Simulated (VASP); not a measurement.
# BeTe (F-43m) in VASP: a series of runs

BeTe is run at these levels: revPBE; tasks: single point.

All numbers are computed with VASP 6.6.1; they aren't measurements. Logs are shortened: lines on timing, memory, paths and dates and some standing lists are left out, and cuts for length are marked.

### Step 1. The cell of the first run

Symmetry: F-43m, No. 216, cubic system. The conventional cell has a = 5.667 Å, b = 5.667 Å, c = 5.667 Å, α = 90.00°, β = 90.00°, γ = 90.00°. Be (site symmetry -43m) has 4 Te at 2.45 Å within 3.2 Å. Within 3.2 Å of Te (site symmetry -43m) lie 4 Be at 2.45 Å.

### Step 2. Single point, revPBE (volume scaled by 0.98)

File INCAR:

```
ALGO = Normal
EDIFF = 1E-6
ENCUT = 600
GGA = RE
GGA_COMPAT = False
ISIF = 2
ISMEAR = 0
LASPH = True
LCHARG = True
LELF = True
LREAL = False
LVHAR = True
LWAVE = False
NBANDS = 11
NELM = 120
PREC = Accurate
SIGMA = 0.05
```

File KPOINTS:

```
k-points
0
Gamma
  8 8 8
```

File POSCAR:

```
BeTe
1.0
    0.0000000000      2.8332656410      2.8332656410
    2.8332656410      0.0000000000      2.8332656410
    2.8332656410      2.8332656410      0.0000000000
Be Te
1 1
Direct
    0.0000000000      0.0000000000      0.0000000000
    0.7500000000      0.7500000000      0.7500000000
```

Potentials or basis: VASP PAW PBE potentials, release 64 (Be, Te).

Command:

```
$ cat potpaw_PBE.64/Be/POTCAR potpaw_PBE.64/Te/POTCAR > POTCAR
$ mpirun -np 1 vasp_std > vasp.out
```

OUTCAR:

```text
EDIFF = 1E-6
   ENCUT = 600
   GGA = RE
   ISIF = 2
   ISMEAR = 0
   LASPH = True
   LREAL = False
   NELM = 120
   PREC = Accurate

 ion  position               nearest neighbor table
   1  0.000  0.000  0.000-   2 2.45   2 2.45   2 2.45   2 2.45
   2  0.750  0.750  0.750-   1 2.45   1 2.45   1 2.45   1 2.45

  LATTYP: Found a face centered cubic cell.
 ALAT       =     5.6665312820

  Lattice vectors:

 A1 = (   0.0000000000,   2.8332656410,   2.8332656410)
 A2 = (   2.8332656410,   0.0000000000,   2.8332656410)
 A3 = (   2.8332656410,   2.8332656410,   0.0000000000)

Analysis of symmetry for initial positions (statically):
=====================================================================
 Subroutine PRICEL returns:
 Original cell was already a primitive cell.

 Routine SETGRP: Setting up the symmetry group for a
 face centered cubic supercell.

 Subroutine GETGRP returns: Found 24 space group operations
 (whereof 24 operations were pure point group operations)
 out of a pool of 48 trial point group operations.

The static configuration has the point symmetry T_d .

Analysis of symmetry for dynamics (positions and initial velocities):
=====================================================================
 Subroutine PRICEL returns:
 Original cell was already a primitive cell.

 Routine SETGRP: Setting up the symmetry group for a
 face centered cubic supercell.

 Subroutine GETGRP returns: Found 24 space group operations
 (whereof 24 operations were pure point group operations)
 out of a pool of 48 trial point group operations.

The dynamic configuration has the point symmetry T_d .

 Subroutine INISYM returns: Found 24 space group operations
 (whereof 24 operations are pure point group operations),
 and found     1 'primitive' translations

----------------------------------------------------------------------------------------

                                     Primitive cell

  volume of cell :      45.4875

  direct lattice vectors                    reciprocal lattice vectors
     0.000000000  2.833265641  2.833265641    -0.176474804  0.176474804  0.176474804
     2.833265641  0.000000000  2.833265641     0.176474804 -0.176474804  0.176474804
     2.833265641  2.833265641  0.000000000     0.176474804  0.176474804 -0.176474804

  length of vectors
     4.006842695  4.006842695  4.006842695     0.305663328  0.305663328  0.305663328

  position of ions in fractional coordinates (direct lattice)
     0.000000000  0.000000000  0.000000000
     0.750000000  0.750000000  0.750000000

  ion indices of the primitive-cell ions
   primitive index   ion index
                 1           1
                 2           2

----------------------------------------------------------------------------------------

 KPOINTS: k-points

Automatic generation of k-mesh.
 Grid dimensions read from file:
 generate k-points for:    8    8    8

 Generating k-lattice:

  Cartesian coordinates                     Fractional coordinates (reciprocal lattice)
    -0.022059351  0.022059351  0.022059351     0.125000000  0.000000000  0.000000000
     0.022059351 -0.022059351  0.022059351     0.000000000  0.125000000  0.000000000
     0.022059351  0.022059351 -0.022059351     0.000000000  0.000000000  0.125000000

  Length of vectors
     0.038207916  0.038207916  0.038207916

  Shift w.r.t. Gamma in fractional coordinates (k-lattice)
     0.000000000  0.000000000  0.000000000

 Subroutine IBZKPT returns following result:
 ===========================================

 Found     29 irreducible k-points:

 Following reciprocal coordinates:
            Coordinates               Weight
  0.000000  0.000000  0.000000      1.000000
  0.125000  0.000000  0.000000      8.000000
  0.250000  0.000000  0.000000      8.000000
  0.375000  0.000000  0.000000      8.000000
  0.500000  0.000000  0.000000      4.000000
  0.125000  0.125000  0.000000      6.000000
[... 16 lines left out ...]
  0.500000  0.250000  0.125000     48.000000
 -0.375000  0.250000  0.125000     24.000000
 [... further k-points ...]
   k-points           NKPTS =     29   k-points in BZ     NKDIM =     29   number of bands    NBANDS=     11
   number of dos      NEDOS =    301   number of ions     NIONS =      2
   total plane-waves  NPLWV =  32768
   dimension x,y,z NGX =    32 NGY =   32 NGZ =   32
   dimension x,y,z NGXF=    64 NGYF=   64 NGZF=   64
   ions per type =               1   1
   NGX,Y,Z   is equivalent  to a cutoff of  13.28, 13.28, 13.28 a.u.
   NGXF,Y,Z  is equivalent  to a cutoff of  26.55, 26.55, 26.55 a.u.
 SYSTEM =  unknown system
   PREC   = accura    normal or accurate (medium, high low for compatibility)
   ISTART =      0    job   : 0-new  1-cont  2-samecut
   ICHARG =      2    charge: 1-file 2-atom 10-const
   ISPIN  =      1    spin polarized calculation?
   LNONCOLLINEAR =      F non collinear calculations
   LSORBIT =      F    spin-orbit coupling
   LASPH  =      T    aspherical Exc in radial PAW
   ENCUT  =  600.0 eV  44.10 Ry    6.64 a.u.   8.00  8.00  8.00*2*pi/ulx,y,z
   NELM   =    120;   NELMIN=  2; NELMDL= -5     # of ELM steps
   EDIFF  = 0.1E-05   stopping-criterion for ELM
   LREAL  =      F    real-space projection
   EDIFFG = 0.1E-04   stopping-criterion for IOM
   NSW    =      0    number of steps for IOM
   IBRION =     -1    ionic relax: 0-MD 1-quasi-New 2-CG
   NFREE  =      0    steps in history (QN), initial steepest desc. (CG)
   ISIF   =      2    stress and relaxation
   ISYM   =      2    0-nonsym 1-usesym 2-fastsym
   POTIM  = 0.5000    time-step for ionic-motion
   TEBEG  =    0.0;   TEEND  =   0.0 temperature during run
   PSTRESS=    0.0 pullay stress
   NELECT =       8.0000    total number of electrons
   NUPDOWN=      -1.0000    fix difference up-down
   EMIN   =  10.00;   EMAX   =-10.00  energy-range for DOS
   EFERMI =   0.00;   METHOD = LEGACY
   ISMEAR =     0;   SIGMA  =   0.05  broadening in eV -4-tet -1-fermi 0-gaus
   EFERMI_NEDOS =   21; number of points for ismear=-14 and -15
   IALGO  =     38    algorithm
   IMIX   =      4    mixing-type and parameters
     AMIX     =   0.40;   BMIX     =  1.00
     AMIX_MAG =   1.60;   BMIX_MAG =  1.00
  volume/ion in A,a.u.               =      22.74       153.48
  Fermi-wavevector in a.u.,A,eV,Ry     =   0.917221  1.733297 11.446516  0.841295
  Thomas-Fermi vector in A             =   2.042166
   LORBIT       =      0    0 simple, 1 ext, 2 COOP (PROOUT), +10 PAW based schemes
   GGA     = RE    functional components
   LHFCALC =     F    Hartree Fock is set to
   AEXX    =    0.0000 exact exchange contribution
   IVDW    =     0    specifies the selected vdW correction
   LEPSILON=     F    determine dielectric tensor
   LRPA    =     F    only Hartree local field effects (RPA)
 non-spin polarized calculation
 Gauss-broadening in eV      SIGMA  =   0.05
  energy-cutoff  :      600.00
  volume of cell :       45.49
 maximum number of plane-waves:      1540
   NGX = 17   NGY = 17   NGZ = 17

 number of electron       8.0000000 magnetization

 Free energy of the ion-electron system (eV)
  ---------------------------------------------------
  ext. energy  EPLUGINS =         0.00000000
  ---------------------------------------------------
  free energy    TOTEN  =        -7.12006122 eV

  energy without entropy =       -7.12006122  energy(sigma->0) =       -7.12006122

 E-fermi :   5.1878     XC(G=0):  -8.9000

 val. band max:        4.9594312644   @ k =   0.0000   0.0000   0.0000
 cond. band min:       7.0463014155   @ k =   0.5000   0.5000   0.0000
 fundamental gap:      2.0868701511
 Fermi energy:         5.1877942804

 k-point     1 :       0.0000    0.0000    0.0000
  band No.  band energies     occupation
      1      -7.2028      2.00000
      2       4.9594      2.00000
      3       4.9594      2.00000
      4       4.9594      2.00000
      5       8.6081      0.00000
      6       8.6081      0.00000
      7       8.6081      0.00000
      8       8.7134      0.00000
      9      13.3621      0.00000
     10      15.1380      0.00000
     11      15.1380      0.00000

 k-point     2 :       0.1250    0.0000    0.0000
  band No.  band energies     occupation
      1      -7.0590      2.00000
      2       3.6757      2.00000
      3       4.7330      2.00000
      4       4.7330      2.00000
      5       8.5072      0.00000
      6       8.9420      0.00000
      7       8.9420      0.00000
      8      10.0077      0.00000
      9      13.7888      0.00000
     10      14.2643      0.00000
     11      14.2643      0.00000

 k-point     3 :       0.2500    0.0000    0.0000
  band No.  band energies     occupation
      1      -6.6631      2.00000
      2       1.7138      2.00000
      3       4.3073      2.00000
      4       4.3073      2.00000
      5       8.2714      0.00000
      6       9.4646      0.00000
      7       9.4646      0.00000
      8      11.9574      0.00000
      9      13.9957      0.00000
     10      13.9957      0.00000
     11      14.0971      0.00000

 k-point     4 :       0.3750    0.0000    0.0000
  band No.  band energies     occupation
      1      -6.1622      2.00000
      2       0.1666      2.00000
      3       3.9781      2.00000
      4       3.9781      2.00000
      5       8.0875      0.00000
      6       9.6063      0.00000
      7       9.6063      0.00000
      8      12.9008      0.00000
      9      14.7332      0.00000
     10      15.0185      0.00000
     11      15.0185      0.00000

 k-point     5 :       0.5000    0.0000    0.0000
  band No.  band energies     occupation
      1      -5.9026      2.00000
      2      -0.4527      2.00000
      3       3.8596      2.00000
      4       3.8596      2.00000
      5       8.0219      0.00000
      6       9.5809      0.00000
      7       9.5809      0.00000
      8      12.8919      0.00000
      9      15.9479      0.00000
     10      16.4281      0.00000
     11      16.4281      0.00000
[... 211 lines left out ...]
 k-point    21 :       0.5000    0.5000    0.0000
  band No.  band energies     occupation
      1      -5.4263      2.00000
      2      -0.0588      2.00000
      3       2.3890      2.00000
      4       2.3890      2.00000
      5       7.0463      0.00000
      6       7.6830      0.00000
      7      14.6009      0.00000
      8      14.6009      0.00000
      9      16.5185      0.00000
     10      17.8502      0.00000
     11      18.3152      0.00000

 k-point    22 :       0.3750    0.2500    0.1250
  band No.  band energies     occupation
      1      -6.3363      2.00000
      2       1.4563      2.00000
      3       2.7769      2.00000
      4       3.7696      2.00000
      5       8.6017      0.00000
      6       9.7686      0.00000
      7      10.4131      0.00000
      8      11.2294      0.00000
      9      13.9759      0.00000
     10      15.5772      0.00000
     11      16.0460      0.00000

 k-point    23 :       0.5000    0.2500    0.1250
  band No.  band energies     occupation
      1      -5.8923      2.00000
      2       0.4319      2.00000
      3       2.2474      2.00000
      4       3.3292      2.00000
      5       9.0335      0.00000
      6       9.6593      0.00000
      7      10.8889      0.00000
      8      11.8649      0.00000
      9      14.8112      0.00000
     10      15.2708      0.00000
     11      17.2061      0.00000

 k-point    24 :      -0.3750    0.2500    0.1250
  band No.  band energies     occupation
      1      -5.6700      2.00000
      2      -0.0464      2.00000
      3       2.1369      2.00000
      4       3.1140      2.00000
      5       9.1837      0.00000
      6       9.3854      0.00000
      7      11.5976      0.00000
      8      12.6998      0.00000
      9      13.4921      0.00000
     10      16.5175      0.00000
     11      16.8826      0.00000

 [... further k-points ...]
[... 5 lines left out ...]
  --------------------------------------------------------------------------------------
  -------------------------------------------------------------------------------------
  Total        0.3495102      0.3495102      0.3495102      0.0000000      0.0000000      0.0000000
  in kB       12.3105825     12.3105825     12.3105825      0.0000000      0.0000000      0.0000000
  external PRESSURE =      12.3105825 kB  Pullay stress =       0.0000000 kB

 VOLUME and BASIS-vectors are now :
 -----------------------------------------------------------------------------
  energy-cutoff  :      600.00
  volume of cell :       45.49
      direct lattice vectors                 reciprocal lattice vectors
     0.000000000  2.833265641  2.833265641    -0.176474804  0.176474804  0.176474804
     2.833265641  0.000000000  2.833265641     0.176474804 -0.176474804  0.176474804
     2.833265641  2.833265641  0.000000000     0.176474804  0.176474804 -0.176474804

 POSITION                                       TOTAL-FORCE (eV/Angst)
 -----------------------------------------------------------------------------------
      0.00000      0.00000      0.00000        -0.000000     -0.000000     -0.000000
      4.24990      4.24990      4.24990         0.000000      0.000000      0.000000
 -----------------------------------------------------------------------------------
    total drift:                               -0.000000     -0.000000     -0.000000

  FREE ENERGIE OF THE ION-ELECTRON SYSTEM (eV)
  ---------------------------------------------------
  free  energy   TOTEN  =        -7.1200612179 eV

  energy  without entropy=       -7.1200612179  energy(sigma->0) =       -7.12006122
```

Run time: 19 s. Hardware: 1 thread of Intel Xeon 8259CL, shared host; peak memory 0.18 GiB.

What came out:

```
Free energy            : -7.1201 eV
Pressure               : 1.2 GPa
Band gap on the k mesh : 2.09 eV, indirect (least direct gap 3.65 eV)
```

Levels at points of the mesh, in eV from the valence-band top:
| k point | band 1 | band 2 | band 3 | band 4 | band 5 | band 6 | band 7 | band 8 |
| --- | --- | --- | --- | --- | --- | --- | --- | --- |
| (0.00, 0.00, 0.00) | -12.16 | 0.00 | 0.00 | 0.00 | 3.65 | 3.65 | 3.65 | 3.75 |
| (0.50, 0.00, 0.00) | -10.86 | -5.41 | -1.10 | -1.10 | 3.06 | 4.62 | 4.62 | 7.93 |
| (0.50, 0.50, 0.00) | -10.39 | -5.02 | -2.57 | -2.57 | 2.09 | 2.72 | 9.64 | 9.64 |

Caveat: the PAW data sets were made with another functional, which shifts forces and pressure a little; spin-orbit coupling is left out, which moves the levels of the heavy elements.

### Step 3. Single point, revPBE (volume scaled by 0.96)

File INCAR:

```
SYSTEM = BeTe
PREC = Accurate ; ENCUT = 600
EDIFF = 1E-6 ; ISMEAR = 0
SIGMA = 0.05 ; LREAL = .FALSE.
LASPH = .TRUE. ; NELM = 120
ALGO = Normal ; ISIF = 2
LWAVE = .FALSE. ; LCHARG = .TRUE.
GGA = RE ; LELF = .TRUE.
LVHAR = .TRUE. ; NBANDS = 11
GGA_COMPAT = .FALSE.
```

File KPOINTS:

```
regular mesh
0
G
  8 8 8
  0 0 0
```

File POSCAR:

```
BeTe
1.0
    0.0000000000      2.8138591029      2.8138591029
    2.8138591029      0.0000000000      2.8138591029
    2.8138591029      2.8138591029      0.0000000000
Be Te
1 1
Direct
    0.0000000000      0.0000000000      0.0000000000
    0.7500000000      0.7500000000      0.7500000000
```

Potentials or basis: VASP PAW PBE potentials, release 64 (Be, Te).

Command:

```
$ cat potpaw_PBE.64/Be/POTCAR potpaw_PBE.64/Te/POTCAR > POTCAR
$ mpirun -np 1 vasp_std > vasp.out
```

It took 19 s on 1 thread of Intel Xeon 8259CL, shared host; peak memory 0.18 GiB.

Results (log left out):

* Free energy: -7.1094 eV
* Pressure: 2.5 GPa
* Band gap on the k mesh: 2.03 eV, indirect (least direct gap 3.63 eV)

Levels at points of the mesh, in eV from the valence-band top:
| k point | band 2 | band 3 | band 4 | band 5 | band 6 | band 7 |
| --- | --- | --- | --- | --- | --- | --- |
| (0.00, 0.00, 0.00) | 0.00 | 0.00 | 0.00 | 3.63 | 3.63 | 3.63 |
| (0.50, 0.00, 0.00) | -5.54 | -1.13 | -1.13 | 3.12 | 4.61 | 4.61 |
| (0.50, 0.50, 0.00) | -5.13 | -2.65 | -2.65 | 2.03 | 2.69 | 9.77 |

Caveat: the PAW data sets were made with another functional, which shifts forces and pressure a little; spin-orbit coupling is left out, which moves the levels of the heavy elements. A k mesh can miss the band edges.
